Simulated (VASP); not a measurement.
# HfC (Fm-3m) in VASP: further runs, part 2 of 2

VASP 6.6.1.

### Step 4. Elastic constants, LDA

INCAR

```
SYSTEM = HfC
ALGO = Normal
EDIFF = 1E-8
ENCUT = 600
IBRION = 6
ISIF = 3
ISMEAR = -1
LASPH = .True.
LCHARG = .True.
LREAL = .False.
LWAVE = .False.
NELM = 60
NFREE = 2
NSW = 1
POTIM = 0.015
PREC = Accurate
SIGMA = 0.05
```

KPOINTS

```
k-points
0
Gamma
  7 7 7
  0 0 0
```

POSCAR

```
HfC
1.0
    0.0000000000      2.3250000000      2.3250000000
    2.3250000000      0.0000000000      2.3250000000
    2.3250000000      2.3250000000      0.0000000000
Hf C
1 1
Direct
    0.5000000000      0.5000000000      0.5000000000
    0.0000000000      0.0000000000      0.0000000000
```

Potentials or basis: VASP PAW LDA potentials, release 64 (Hf_pv, C).

Run with:

```console
$ cat potpaw_LDA.64/Hf_pv/POTCAR potpaw_LDA.64/C/POTCAR > POTCAR
$ mpirun -np 1 vasp_std > vasp.out
```

OUTCAR:

```text
SYSTEM = HfC
   EDIFF = 1E-8
   ENCUT = 600
   IBRION = 6
   ISIF = 3
   ISMEAR = -1
   LASPH = .True.
   LREAL = .False.
   NELM = 60
   NFREE = 2
   NSW = 1
   POTIM = 0.015
   PREC = Accurate

 ion  position               nearest neighbor table
   1  0.500  0.500  0.500-   2 2.33   2 2.33   2 2.33   2 2.33   2 2.33   2 2.33
   2  0.000  0.000  0.000-   1 2.33   1 2.33   1 2.33   1 2.33   1 2.33   1 2.33

  LATTYP: Found a face centered cubic cell.
 ALAT       =     4.6500000000

  Lattice vectors:

 A1 = (   0.0000000000,   2.3250000000,   2.3250000000)
 A2 = (   2.3250000000,   0.0000000000,   2.3250000000)
 A3 = (   2.3250000000,   2.3250000000,   0.0000000000)

Analysis of symmetry for initial positions (statically):
=====================================================================
 Subroutine PRICEL returns:
 Original cell was already a primitive cell.

 Routine SETGRP: Setting up the symmetry group for a
 face centered cubic supercell.

 Subroutine GETGRP returns: Found 48 space group operations
 (whereof 48 operations were pure point group operations)
 out of a pool of 48 trial point group operations.

The static configuration has the point symmetry O_h .

Analysis of symmetry for dynamics (positions and initial velocities):
[... 697 lines left out ...]
  -------------------------------------------------------------------------------------
  Total       -1.8174503     -1.8279480     -1.8279480      0.0000000      0.0000000     -0.0000000
  in kB     -115.8441873   -116.5133113   -116.5133113      0.0000000      0.0000000     -0.0000000
  external PRESSURE =    -116.2902700 kB  Pullay stress =       0.0000000 kB
[... 17 lines left out ...]
  FREE ENERGIE OF THE ION-ELECTRON SYSTEM (eV)
  ---------------------------------------------------
  free  energy   TOTEN  =       -22.8449917702 eV

  energy  without entropy=      -22.8403080998  energy(sigma->0) =      -22.84264994

 INTERNAL STRAIN TENSORS FROM STRAINED CELLS
 ============================================

 INTERNAL STRAIN TENSOR FOR ION    1 for displacements in x,y,z  (eV/Angst):
          X           Y           Z          XY          YZ          ZX
  --------------------------------------------------------------------------------
  x    -0.00000     0.00000     0.00000     0.00000     0.00000     0.00000
  y    -0.00000     0.00000    -0.00000    -0.00000     0.00000    -0.00000
  z     0.00000     0.00000     0.00000    -0.00000     0.00000    -0.00000

 INTERNAL STRAIN TENSORS FROM DISPLACED ATOMS
 ============================================

 INTERNAL STRAIN TENSOR FOR ION    1 for displacements in x,y,z  (eV/Angst):
          X           Y           Z          XY          YZ          ZX
  --------------------------------------------------------------------------------
  x     0.00000     0.00000     0.00000     0.00000     0.00000     0.00000
  y     0.00000     0.00000     0.00000     0.00000     0.00000     0.00000
  z     0.00000     0.00000     0.00000     0.00000     0.00000     0.00000

 INTERNAL STRAIN TENSOR FOR ION    2 for displacements in x,y,z  (eV/Angst):
          X           Y           Z          XY          YZ          ZX
  --------------------------------------------------------------------------------
  x     0.00000     0.00000     0.00000     0.00000     0.00000     0.00000
  y     0.00000     0.00000     0.00000     0.00000     0.00000     0.00000
  z     0.00000     0.00000     0.00000     0.00000     0.00000     0.00000

 Eigenvectors and eigenvalues of the dynamical matrix
 ----------------------------------------------------

   1 f  =   12.612983 THz    79.249710 2PiTHz  420.723827 cm-1    52.163083 meV
             X         Y         Z           dx          dy          dz
      2.325000  2.325000  2.325000     0.000000    0.251117    0.000000
      0.000000  0.000000  0.000000     0.000000   -0.967957    0.000000
[... 21 lines left out ...]
   6 f/i=    0.000269 THz     0.001688 2PiTHz    0.008962 cm-1     0.001111 meV
             X         Y         Z           dx          dy          dz
      2.325000  2.325000  2.325000     0.000000   -0.967957    0.000000
      0.000000  0.000000  0.000000     0.000000   -0.251117    0.000000

--------------------------------------------------------------------------------------------------------

 ELASTIC MODULI CONTR FROM IONIC RELAXATION (kBar)
 Direction    XX          YY          ZZ          XY          YZ          ZX
 --------------------------------------------------------------------------------
 XX           0.0000      0.0000      0.0000      0.0000      0.0000      0.0000
 YY           0.0000      0.0000      0.0000      0.0000      0.0000      0.0000
 ZZ           0.0000      0.0000      0.0000      0.0000      0.0000      0.0000
 XY           0.0000      0.0000      0.0000      0.0000      0.0000      0.0000
 YZ           0.0000      0.0000      0.0000      0.0000      0.0000      0.0000
 ZX           0.0000      0.0000      0.0000      0.0000      0.0000      0.0000
 --------------------------------------------------------------------------------

 TOTAL ELASTIC MODULI (kBar)
 Direction    XX          YY          ZZ          XY          YZ          ZX
 --------------------------------------------------------------------------------
 XX        4520.6159   1198.5467   1198.5467      0.0000      0.0000     -0.0000
 YY        1198.5467   4520.6159   1198.5467      0.0000      0.0000     -0.0000
 ZZ        1198.5467   1198.5467   4520.6159      0.0000      0.0000     -0.0000
 XY           0.0000      0.0000      0.0000   1577.5365      0.0000      0.0000
 YZ           0.0000      0.0000      0.0000      0.0000   1577.5365      0.0000
 ZX          -0.0000     -0.0000     -0.0000      0.0000      0.0000   1577.5365
 --------------------------------------------------------------------------------
```

stdout:

```text
POSCAR found type information on POSCAR HfC
 POSCAR found :  2 types and       2 ions
 scaLAPACK will be used
 LDA part: xc-table for (Slater(with rela. corr.)+CA(PZ))
 , standard interpolation
 POSCAR, INCAR and KPOINTS ok, starting setup
 FFT: planning ... GRIDC
 FFT: planning ... GRID_SOFT
 FFT: planning ... GRID
 WAVECAR not read
 entering main loop
 Found     2 degrees of freedom:
 Adding 6 more for cell shape distortion
 Finite differences POTIM= 0.01500 DOF=   8
 bond charge predicted
 Finite differences progress:
 bond charge predicted
 Finite differences progress:
 bond charge predicted
 Finite differences progress:
 bond charge predicted
 Finite differences progress:
 bond charge predicted
 Finite differences progress:
 bond charge predicted
 Finite differences progress:
 bond charge predicted
 Finite differences progress:
 bond charge predicted
 Finite differences progress:
 bond charge predicted
 Finite differences progress:
 bond charge predicted
 Finite differences progress:
 bond charge predicted
 Finite differences progress:
 bond charge predicted
 Finite differences progress:
 bond charge predicted
 Finite differences progress:
 bond charge predicted
 Finite differences progress:
 bond charge predicted
 Finite differences progress:
 bond charge predicted
 Finite differences progress:
```

It took 4.7 min on 1 thread of AMD EPYC 7R13 (Zen 3), shared host; peak memory 0.17 GiB.

What came out:

| Quantity | Value |
| --- | --- |
| Elastic constants C11, C12, C44 | 452, 120, 158 GPa |
| Voigt bulk modulus | 231 GPa |
| Highest phonon frequency at Γ, LO-TO splitting left out | 421 cm⁻¹ |

Phonon frequencies in cm⁻¹ (negative: imaginary):
```
              q point        frequencies
(0.000, 0.000, 0.000)  0 0 0 421 421 421
```

Elastic tensor in Voigt notation (GPa, in the Cartesian axes of the cell as first typed):
```
452 120 120   0   0   0
120 452 120   0   0   0
120 120 452   0   0   0
  0   0   0 158   0   0
  0   0   0   0 158   0
  0   0   0   0   0 158
```

Clamped-ion elastic tensor (GPa):
```
452 120 120   0   0   0
120 452 120   0   0   0
120 120 452   0   0   0
  0   0   0 158   0   0
  0   0   0   0 158   0
  0   0   0   0   0 158
```

Caveat: the cell is under stress, which shifts elastic constants; spin-orbit coupling is left out, which moves the levels of the heavy elements.

### Step 5. Elastic constants, PBEsol

INCAR

```
PREC = Accurate
ENCUT = 600
EDIFF = 1E-8
ISMEAR = -1
SIGMA = 0.05
LREAL = F
LASPH = T
NELM = 100
ALGO = Normal
ISIF = 3
LWAVE = F
LCHARG = T
GGA = PS
NBANDS = 14
IBRION = 6
NFREE = 2
POTIM = 0.015
NSW = 1
```

KPOINTS

```
regular mesh
0
Gamma
  7 7 7
```

POSCAR is that of step 4.

Potentials or basis: VASP PAW PBE potentials, release 64 (Hf_pv, C).

Run with:

```console
$ cat potpaw_PBE.64/Hf_pv/POTCAR potpaw_PBE.64/C/POTCAR > POTCAR
$ mpirun -np 1 vasp_std > vasp.out
```

OUTCAR:

```text
PREC = Accurate
   ENCUT = 600
   EDIFF = 1E-8
   ISMEAR = -1
   LREAL = F
   LASPH = T
   NELM = 100
   ISIF = 3
   GGA = PS
   IBRION = 6
   NFREE = 2
   POTIM = 0.015
   NSW = 1

 ion  position               nearest neighbor table
   1  0.500  0.500  0.500-   2 2.33   2 2.33   2 2.33   2 2.33   2 2.33   2 2.33
   2  0.000  0.000  0.000-   1 2.33   1 2.33   1 2.33   1 2.33   1 2.33   1 2.33

  LATTYP: Found a face centered cubic cell.
 ALAT       =     4.6500000000

  Lattice vectors:

 A1 = (   0.0000000000,   2.3250000000,   2.3250000000)
 A2 = (   2.3250000000,   0.0000000000,   2.3250000000)
 A3 = (   2.3250000000,   2.3250000000,   0.0000000000)

Analysis of symmetry for initial positions (statically):
=====================================================================
 Subroutine PRICEL returns:
 Original cell was already a primitive cell.

 Routine SETGRP: Setting up the symmetry group for a
 face centered cubic supercell.

 Subroutine GETGRP returns: Found 48 space group operations
 (whereof 48 operations were pure point group operations)
 out of a pool of 48 trial point group operations.

The static configuration has the point symmetry O_h .

Analysis of symmetry for dynamics (positions and initial velocities):
=====================================================================
 Subroutine PRICEL returns:
 Original cell was already a primitive cell.

 Routine SETGRP: Setting up the symmetry group for a
[... 766 lines left out ...]
  in kB      -69.4076817    -70.1053635    -70.1053635     -0.0000000      0.0000000      0.0000000
  external PRESSURE =     -69.8728029 kB  Pullay stress =       0.0000000 kB
[... 17 lines left out ...]
  FREE ENERGIE OF THE ION-ELECTRON SYSTEM (eV)
  ---------------------------------------------------
  free  energy   TOTEN  =       -22.1733353215 eV

  energy  without entropy=      -22.1686715752  energy(sigma->0) =      -22.17100345

 INTERNAL STRAIN TENSORS FROM STRAINED CELLS
 ============================================

 INTERNAL STRAIN TENSOR FOR ION    1 for displacements in x,y,z  (eV/Angst):
          X           Y           Z          XY          YZ          ZX
  --------------------------------------------------------------------------------
  x    -0.00000     0.00000     0.00000     0.00000     0.00000    -0.00000
  y     0.00000     0.00000    -0.00000    -0.00000     0.00000     0.00000
  z    -0.00000    -0.00000    -0.00000    -0.00000    -0.00000     0.00000

 INTERNAL STRAIN TENSORS FROM DISPLACED ATOMS
 ============================================

 INTERNAL STRAIN TENSOR FOR ION    1 for displacements in x,y,z  (eV/Angst):
          X           Y           Z          XY          YZ          ZX
  --------------------------------------------------------------------------------
  x     0.00000     0.00000     0.00000     0.00000     0.00000     0.00000
  y     0.00000     0.00000     0.00000     0.00000     0.00000     0.00000
  z     0.00000     0.00000     0.00000     0.00000     0.00000     0.00000

 INTERNAL STRAIN TENSOR FOR ION    2 for displacements in x,y,z  (eV/Angst):
          X           Y           Z          XY          YZ          ZX
  --------------------------------------------------------------------------------
  x     0.00000     0.00000     0.00000     0.00000     0.00000     0.00000
  y     0.00000     0.00000     0.00000     0.00000     0.00000     0.00000
  z     0.00000     0.00000     0.00000     0.00000     0.00000     0.00000

 Eigenvectors and eigenvalues of the dynamical matrix
 ----------------------------------------------------

   1 f  =   13.131604 THz    82.508300 2PiTHz  438.023153 cm-1    54.307925 meV
             X         Y         Z           dx          dy          dz
      2.325000  2.325000  2.325000     0.000000    0.251165    0.000000
      0.000000  0.000000  0.000000     0.000000   -0.967944    0.000000
[... 21 lines left out ...]
   6 f/i=    0.000933 THz     0.005859 2PiTHz    0.031107 cm-1     0.003857 meV
             X         Y         Z           dx          dy          dz
      2.325000  2.325000  2.325000     0.000000    0.000000    0.967944
      0.000000  0.000000  0.000000     0.000000    0.000000    0.251165

--------------------------------------------------------------------------------------------------------

 ELASTIC MODULI CONTR FROM IONIC RELAXATION (kBar)
 Direction    XX          YY          ZZ          XY          YZ          ZX
 --------------------------------------------------------------------------------
 XX           0.0000      0.0000      0.0000      0.0000      0.0000      0.0000
 YY           0.0000      0.0000      0.0000      0.0000      0.0000      0.0000
 ZZ           0.0000      0.0000      0.0000      0.0000      0.0000      0.0000
 XY           0.0000      0.0000      0.0000      0.0000      0.0000      0.0000
 YZ           0.0000      0.0000      0.0000      0.0000      0.0000      0.0000
 ZX           0.0000      0.0000      0.0000      0.0000      0.0000      0.0000
 --------------------------------------------------------------------------------

 TOTAL ELASTIC MODULI (kBar)
 Direction    XX          YY          ZZ          XY          YZ          ZX
 --------------------------------------------------------------------------------
 XX        4629.2642   1180.4823   1180.4823      0.0000     -0.0000      0.0000
 YY        1180.4823   4629.2642   1180.4823      0.0000      0.0000      0.0000
 ZZ        1180.4823   1180.4823   4629.2642      0.0000      0.0000      0.0000
 XY           0.0000      0.0000      0.0000   1578.7009     -0.0000      0.0000
 YZ          -0.0000      0.0000      0.0000     -0.0000   1578.7009      0.0000
 ZX           0.0000      0.0000      0.0000      0.0000      0.0000   1578.7009
 --------------------------------------------------------------------------------
```

stdout:

```text
POSCAR found type information on POSCAR HfC
 POSCAR found :  2 types and       2 ions
 scaLAPACK will be used
 -----------------------------------------------------------------------------
|                                                                             |
|                                                                             |
|     You enforced a specific xc type in the INCAR file but a different       |
|     I HOPE YOU KNOW WHAT YOU ARE DOING!                                     |
[... 32 lines left out ...]
 Finite differences progress:
 bond charge predicted
 Finite differences progress:
 bond charge predicted
 Finite differences progress:
 bond charge predicted
 Finite differences progress:
 bond charge predicted
 Finite differences progress:
 bond charge predicted
 Finite differences progress:
 bond charge predicted
 Finite differences progress:
```

Wall time 8 min (1 thread of AMD EPYC 7R43 (Zen 3), shared host); peak memory 0.18 GiB.

Results:

| Item | Value |
| --- | --- |
| Elastic constants C11, C12, C44 | 463, 118, 158 GPa |
| Voigt bulk modulus | 233 GPa |
| Highest phonon frequency at Γ, LO-TO splitting left out | 438 cm⁻¹ |

Phonon frequencies in cm⁻¹ (negative: imaginary):
| q point | frequencies |
| --- | --- |
| (0.000, 0.000, 0.000) | 0 0 0 438 438 438 |

Elastic tensor in Voigt notation (GPa, in the Cartesian axes of the cell as first typed):
```
463 118 118   0   0   0
118 463 118   0   0   0
118 118 463   0   0   0
  0   0   0 158   0   0
  0   0   0   0 158   0
  0   0   0   0   0 158
```

Clamped-ion elastic tensor (GPa):
```
463 118 118   0   0   0
118 463 118   0   0   0
118 118 463   0   0   0
  0   0   0 158   0   0
  0   0   0   0 158   0
  0   0   0   0   0 158
```

Caveat: the cell is under stress, which shifts elastic constants; the PAW data sets were made with another functional, which shifts forces and pressure a little; spin-orbit coupling is left out, which moves the levels of the heavy elements.
